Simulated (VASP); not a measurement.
# Si2Ni (Fm-3m) in VASP: single point with r2SCAN

Aim: the single point of Si2Ni with r2SCAN.

All numbers are computed with VASP 6.6.1; they aren't measurements. Logs are shortened: lines on timing, memory, paths and dates and some standing lists are left out, and cuts for length are marked.

### 1 The cell of the first run

It takes space group Fm-3m (No. 225, cubic). The conventional cell has a = 5.406 Å, b = 5.406 Å, c = 5.406 Å, α = 90.00°, β = 90.00°, γ = 90.00°. Within 3.1 Å of Si (site symmetry -43m) lie 4 Ni at 2.34 Å and 6 Si at 2.70 Å. Within 3.1 Å of Ni (site symmetry m-3m) lie 8 Si at 2.34 Å.

### 2 Single point, r2SCAN, collinear spin, ferromagnetic start

File POSCAR:

```
Si2Ni
1.0
    0.0000000000      2.7030000000      2.7030000000
    2.7030000000      0.0000000000      2.7030000000
    5.4060000000      5.4060000000      0.0000000000
Si Ni
4 2
Direct
    0.2500000000      0.2500000000      0.1250000000
    0.2500000000      0.2500000000      0.6250000000
    0.7500000000      0.7500000000      0.3750000000
    0.7500000000      0.7500000000      0.8750000000
    0.0000000000      0.0000000000      0.0000000000
    0.0000000000      0.0000000000      0.5000000000
```

File INCAR.step1:

```
SYSTEM = Si2Ni
  PREC = Accurate
  ENCUT = 520
  ISMEAR = 0
  SIGMA = 0.05
  LREAL = .FALSE.
  LASPH = .TRUE.
  NELM = 150
  ISPIN = 2
  MAGMOM = 0 0 0 0 2 2
  LMAXMIX = 4
  NBANDS = 31
  GGA = PE
  ALGO = Normal
  EDIFF = 1E-4
  LWAVE = .TRUE.
  LCHARG = .FALSE.
```

File INCAR.step2:

```
SYSTEM = Si2Ni
  PREC = Accurate
  ENCUT = 520
  EDIFF = 1E-6
  ISMEAR = 0
  SIGMA = 0.05
  LREAL = .FALSE.
  LASPH = .TRUE.
  NELM = 150
  ALGO = Normal
  ISIF = 2
  LWAVE = .FALSE.
  LCHARG = .FALSE.
  ISPIN = 2
  MAGMOM = 0 0 0 0 2 2
  LORBIT = 11
  LMAXMIX = 4
  METAGGA = R2SCAN
  LMIXTAU = .TRUE.
  NBANDS = 31
  ISTART = 1
```

File KPOINTS:

```
regular mesh
0
G
  6 6 3
  0 0 0
```

Potentials or basis: VASP PAW PBE potentials, release 64 (Si, Ni).

Command:

```
$ cat potpaw_PBE.64/Si/POTCAR potpaw_PBE.64/Ni/POTCAR > POTCAR
$ cp INCAR.step1 INCAR
$ mpirun -np 1 vasp_std > vasp.out
$ cp INCAR.step2 INCAR
$ mpirun -np 1 vasp_std > vasp.out
```

OUTCAR:

```text
SYSTEM = Si2Ni
   PREC = Accurate
   ENCUT = 520
   EDIFF = 1E-6
   ISMEAR = 0
   LREAL = .FALSE.
   LASPH = .TRUE.
   NELM = 150
   ISIF = 2
   ISPIN = 2
   LORBIT = 11
   METAGGA = R2SCAN
   ISTART = 1

 ion  position               nearest neighbor table
   1  0.250  0.250  0.125-   5 2.34   6 2.34   5 2.34   5 2.34   4 2.70   3 2.70   4 2.70   3 2.70
                             4 2.70   3 2.70
   2  0.250  0.250  0.625-   5 2.34   6 2.34   6 2.34   6 2.34   3 2.70   3 2.70   4 2.70   3 2.70
                             4 2.70   4 2.70
   3  0.750  0.750  0.375-   5 2.34   6 2.34   6 2.34   6 2.34   2 2.70   1 2.70   1 2.70   2 2.70
                             1 2.70   2 2.70
   4  0.750  0.750  0.875-   5 2.34   6 2.34   5 2.34   5 2.34   2 2.70   2 2.70   1 2.70   2 2.70
                             1 2.70   1 2.70
   5  0.000  0.000  0.000-   1 2.34   2 2.34   3 2.34   4 2.34   4 2.34   4 2.34   1 2.34   1 2.34

   6  0.000  0.000  0.500-   1 2.34   2 2.34   3 2.34   4 2.34   3 2.34   3 2.34   2 2.34   2 2.34

  LATTYP: Found a trigonal (rhomboedric) cell.
 ALAT       =     6.6209707747
 COS(alpha) =     0.8333333333

  Lattice vectors:

 A1 = (   5.4060000000,   2.7030000000,  -2.7030000000)
 A2 = (   2.7030000000,   2.7030000000,  -5.4060000000)
 A3 = (   2.7030000000,   5.4060000000,  -2.7030000000)

Analysis of symmetry for initial positions (statically):
=====================================================================
 Subroutine PRICEL returns following result:

  LATTYP: Found a face centered cubic cell.
 ALAT       =     5.4060000000
[... 12 lines left out ...]
 Subroutine GETGRP returns: Found 12 space group operations
 (whereof 12 operations were pure point group operations)
 out of a pool of 12 trial point group operations.

The static configuration has the point symmetry D_3d.

Analysis of symmetry for dynamics (positions and initial velocities):
=====================================================================
 Subroutine PRICEL returns following result:

  LATTYP: Found a face centered cubic cell.
 ALAT       =     5.4060000000
[... 12 lines left out ...]
 Subroutine GETGRP returns: Found 12 space group operations
 (whereof 12 operations were pure point group operations)
 out of a pool of 12 trial point group operations.

The dynamic configuration has the point symmetry D_3d.

Analysis of structural, dynamic, and magnetic symmetry:
=====================================================================
 Subroutine PRICEL returns following result:

  LATTYP: Found a face centered cubic cell.
 ALAT       =     5.4060000000
[... 12 lines left out ...]
 Subroutine GETGRP returns: Found 12 space group operations
 (whereof 12 operations were pure point group operations)
 out of a pool of 12 trial point group operations.

The overall configuration has the point symmetry D_3d.

 Subroutine INISYM returns: Found 12 space group operations
 (whereof 12 operations are pure point group operations),
 and found     2 'primitive' translations

----------------------------------------------------------------------------------------

                                     Primitive cell

  volume of cell :      39.4974

  direct lattice vectors                    reciprocal lattice vectors
     0.000000000  2.703000000  2.703000000    -0.184979652  0.184979652  0.184979652
     2.703000000  0.000000000  2.703000000     0.184979652 -0.184979652  0.184979652
     2.703000000  2.703000000  0.000000000     0.184979652  0.184979652 -0.184979652

  length of vectors
     3.822619259  3.822619259  3.822619259     0.320394156  0.320394156  0.320394156

  position of ions in fractional coordinates (direct lattice)
     0.250000000  0.250000000  0.250000000
     0.750000000  0.750000000  0.750000000
     0.000000000  0.000000000  0.000000000

  ion indices of the primitive-cell ions
   primitive index   ion index
                 1           1
                 2           3
                 3           5

----------------------------------------------------------------------------------------

 KPOINTS: regular mesh

Automatic generation of k-mesh.
 Grid dimensions read from file:
 generate k-points for:    6    6    3

 Generating k-lattice:

  Cartesian coordinates                     Fractional coordinates (reciprocal lattice)
    -0.030829942  0.030829942  0.030829942     0.166666667  0.000000000  0.000000000
     0.030829942 -0.030829942  0.030829942     0.000000000  0.166666667  0.000000000
     0.030829942  0.030829942 -0.030829942     0.000000000  0.000000000  0.333333333

  Length of vectors
     0.053399026  0.053399026  0.053399026

  Shift w.r.t. Gamma in fractional coordinates (k-lattice)
     0.000000000  0.000000000  0.000000000

 -----------------------------------------------------------------------------
|                                                                             |
|           W    W    AA    RRRRR   N    N  II  N    N   GGGG   !!!           |
|           W    W   A  A   R    R  NN   N  II  NN   N  G    G  !!!           |
|           W    W  A    A  R    R  N N  N  II  N N  N  G       !!!           |
|           W WW W  AAAAAA  RRRRR   N  N N  II  N  N N  G  GGG   !            |
|           WW  WW  A    A  R   R   N   NN  II  N   NN  G    G                |
|           W    W  A    A  R    R  N    N  II  N    N   GGGG   !!!           |
|                                                                             |
|     Your reciprocal lattice and k-lattice belong to different lattice       |
|     classes:                                                                |
|                                                                             |
|        The reciprocal lattice is rhombohedral (trigonal),                   |
|        whereas your k-lattice is body-centered cubic.                       |
|                                                                             |
|     Results are often still useful ...                                      |
|                                                                             |
 -----------------------------------------------------------------------------

 Subroutine IBZKPT returns following result:
 ===========================================

 Found     16 irreducible k-points:

 Following reciprocal coordinates:
            Coordinates               Weight
  0.000000  0.000000  0.000000      1.000000
  0.166667  0.000000  0.000000      6.000000
  0.333333  0.000000  0.000000      6.000000
  0.500000  0.000000  0.000000      3.000000
  0.166667  0.166667  0.000000      6.000000
  0.333333  0.166667  0.000000     12.000000
[... 8 lines left out ...]
 -0.166667  0.000000  0.333333      6.000000
  0.500000  0.333333  0.333333     12.000000
   k-points           NKPTS =     16   k-points in BZ     NKDIM =     16   number of bands    NBANDS=     31
   number of dos      NEDOS =    301   number of ions     NIONS =      6
   total plane-waves  NPLWV =  47040
   dimension x,y,z NGX =    28 NGY =   28 NGZ =   60
   dimension x,y,z NGXF=    56 NGYF=   56 NGZF=  120
   ions per type =               4   2
   NGX,Y,Z   is equivalent  to a cutoff of  12.18, 12.18, 13.05 a.u.
   NGXF,Y,Z  is equivalent  to a cutoff of  24.35, 24.35, 26.09 a.u.
 SYSTEM =  Si2Ni
   PREC   = accura    normal or accurate (medium, high low for compatibility)
   ISTART =      1    job   : 0-new  1-cont  2-samecut
   ICHARG =      0    charge: 1-file 2-atom 10-const
   ISPIN  =      2    spin polarized calculation?
   LNONCOLLINEAR =      F non collinear calculations
   LSORBIT =      F    spin-orbit coupling
   LASPH  =      T    aspherical Exc in radial PAW
   ENCUT  =  520.0 eV  38.22 Ry    6.18 a.u.   7.11  7.11 14.22*2*pi/ulx,y,z
   NELM   =    150;   NELMIN=  2; NELMDL=  0     # of ELM steps
   EDIFF  = 0.1E-05   stopping-criterion for ELM
   LREAL  =      F    real-space projection
   EDIFFG = 0.1E-04   stopping-criterion for IOM
   NSW    =      0    number of steps for IOM
   IBRION =     -1    ionic relax: 0-MD 1-quasi-New 2-CG
   NFREE  =      0    steps in history (QN), initial steepest desc. (CG)
   ISIF   =      2    stress and relaxation
   ISYM   =      2    0-nonsym 1-usesym 2-fastsym
   POTIM  = 0.5000    time-step for ionic-motion
   TEBEG  =    0.0;   TEEND  =   0.0 temperature during run
   PSTRESS=    0.0 pullay stress
   NELECT =      36.0000    total number of electrons
   NUPDOWN=      -1.0000    fix difference up-down
   EMIN   =  10.00;   EMAX   =-10.00  energy-range for DOS
   EFERMI =   0.00;   METHOD = LEGACY
   ISMEAR =     0;   SIGMA  =   0.05  broadening in eV -4-tet -1-fermi 0-gaus
   EFERMI_NEDOS =   21; number of points for ismear=-14 and -15
   IALGO  =     38    algorithm
   IMIX   =      4    mixing-type and parameters
     AMIX     =   0.40;   BMIX     =  1.00
     AMIX_MAG =   1.60;   BMIX_MAG =  1.00
  volume/ion in A,a.u.               =      13.17        88.85
  Fermi-wavevector in a.u.,A,eV,Ry     =   1.259823  2.380721 21.594550  1.587155
  Thomas-Fermi vector in A             =   2.393364
   LORBIT       =     11    0 simple, 1 ext, 2 COOP (PROOUT), +10 PAW based schemes
   METAGGA = R2SCAN    functional components
   LHFCALC =     F    Hartree Fock is set to
   AEXX    =    0.0000 exact exchange contribution
   IVDW    =     0    specifies the selected vdW correction
   LEPSILON=     F    determine dielectric tensor
   LRPA    =     F    only Hartree local field effects (RPA)
 spin polarized calculation
 Gauss-broadening in eV      SIGMA  =   0.05
  energy-cutoff  :      520.00
  volume of cell :       78.99
 maximum number of plane-waves:      2158
   NGX = 15   NGY = 15   NGZ = 29

 number of electron      35.9999995 magnetization      -0.0005244

 number of electron      35.9999995 magnetization       0.0001804

 Free energy of the ion-electron system (eV)
  ---------------------------------------------------
  ext. energy  EPLUGINS =         0.00000000
  ---------------------------------------------------
  free energy    TOTEN  =       -61.03784316 eV

  energy without entropy =      -61.03166307  energy(sigma->0) =      -61.03475312

 E-fermi :  10.5260     XC(G=0): -12.3695

 val. band max:       10.5136733391   @ k =   0.5000   0.1667   0.0000
 cond. band min:      10.7409792800   @ k =  -0.1667   0.0000   0.3333
 fundamental gap:      0.2273059409
 Fermi energy:        10.5260005342

 spin component 1

 k-point     1 :       0.0000    0.0000    0.0000
  band No.  band energies     occupation
      1      -4.1592      1.00000
      2      -0.7545      1.00000
      3      -0.1050      1.00000
      4       4.9661      1.00000
      5       4.9661      1.00000
      6       4.9661      1.00000
[... 517 lines left out ...]
     29      18.2001      0.00000
     30      19.5019      0.00000
 Fermi energy:        10.5260005342

 spin component 2

 k-point     1 :       0.0000    0.0000    0.0000
  band No.  band energies     occupation
      1      -4.1592      1.00000
      2      -0.7545      1.00000
      3      -0.1050      1.00000
      4       4.9662      1.00000
      5       4.9662      1.00000
      6       4.9662      1.00000
[... 517 lines left out ...]
     29      18.2001      0.00000
     30      19.5019      0.00000
 [bands above 30 left out]

------------------------ aborting loop because EDIFF is reached ----------------------------------------

  FORCE on cell =-STRESS in cart. coord.  units (eV):
  Direction    XX          YY          ZZ          XY          YZ          ZX
  --------------------------------------------------------------------------------------
  -------------------------------------------------------------------------------------
  Total       -0.5613093     -0.5613093     -0.5613093     -0.0002057      0.0002057      0.0002057
  in kB      -11.3845183    -11.3845183    -11.3845183     -0.0041725      0.0041725      0.0041725
  external PRESSURE =     -11.3845183 kB  Pullay stress =       0.0000000 kB

 VOLUME and BASIS-vectors are now :
 -----------------------------------------------------------------------------
  energy-cutoff  :      520.00
  volume of cell :       78.99
      direct lattice vectors                 reciprocal lattice vectors
     0.000000000  2.703000000  2.703000000    -0.184979652  0.184979652  0.184979652
     2.703000000  0.000000000  2.703000000     0.184979652 -0.184979652  0.184979652
     5.406000000  5.406000000  0.000000000     0.092489826  0.092489826 -0.092489826

 POSITION                                       TOTAL-FORCE (eV/Angst)
 -----------------------------------------------------------------------------------
      1.35150      1.35150      1.35150        -0.000032     -0.000032      0.000032
      4.05450      4.05450      1.35150        -0.000032     -0.000032      0.000032
      4.05450      4.05450      4.05450         0.000032      0.000032     -0.000032
      6.75750      6.75750      4.05450         0.000032      0.000032     -0.000032
      0.00000      0.00000      0.00000        -0.000000      0.000000      0.000000
      2.70300      2.70300      0.00000        -0.000000      0.000000      0.000000
 -----------------------------------------------------------------------------------
    total drift:                               -0.000000      0.000000      0.000000

  FREE ENERGIE OF THE ION-ELECTRON SYSTEM (eV)
  ---------------------------------------------------
  free  energy   TOTEN  =       -61.0378431633 eV

  energy  without entropy=      -61.0316630724  energy(sigma->0) =      -61.03475312

 total charge

# of ion       s       p       d       tot
------------------------------------------
    1        0.732   0.857   0.000   1.589
    2        0.732   0.857   0.000   1.589
    3        0.732   0.857   0.000   1.589
    4        0.732   0.857   0.000   1.589
    5        0.578   0.838   8.460   9.876
    6        0.578   0.838   8.460   9.876
--------------------------------------------------
tot          4.085   5.102  16.921  26.108

 magnetization (x)

# of ion       s       p       d       tot
------------------------------------------
    1        0.000   0.000   0.000   0.000
    2        0.000   0.000   0.000   0.000
    3        0.000   0.000   0.000   0.000
    4        0.000   0.000   0.000   0.000
    5        0.000  -0.000   0.000   0.000
    6        0.000  -0.000   0.000   0.000
--------------------------------------------------
tot          0.000  -0.000   0.000   0.000
```

Wall time 5.6 min (1 thread of Intel Xeon Platinum 8259CL at 2.50GHz (Skylake/Cascade Lake), shared host); peak memory 0.29 GiB.

Results:

* Free energy: -61.0378 eV
* Pressure: -1.1 GPa
* Band gap on the k mesh: zero (filled and empty bands overlap)
* Net moment: 0.00 μB per cell
* Valence electrons inside the program's atomic spheres: Si 1.59; Ni 9.88

Caveat: the moments typed at the start vanished in this run; the PAW data sets were made with another functional, which shifts forces and pressure a little.

The gap in the log of VASP goes by the Fermi energy; the results here count the filled bands.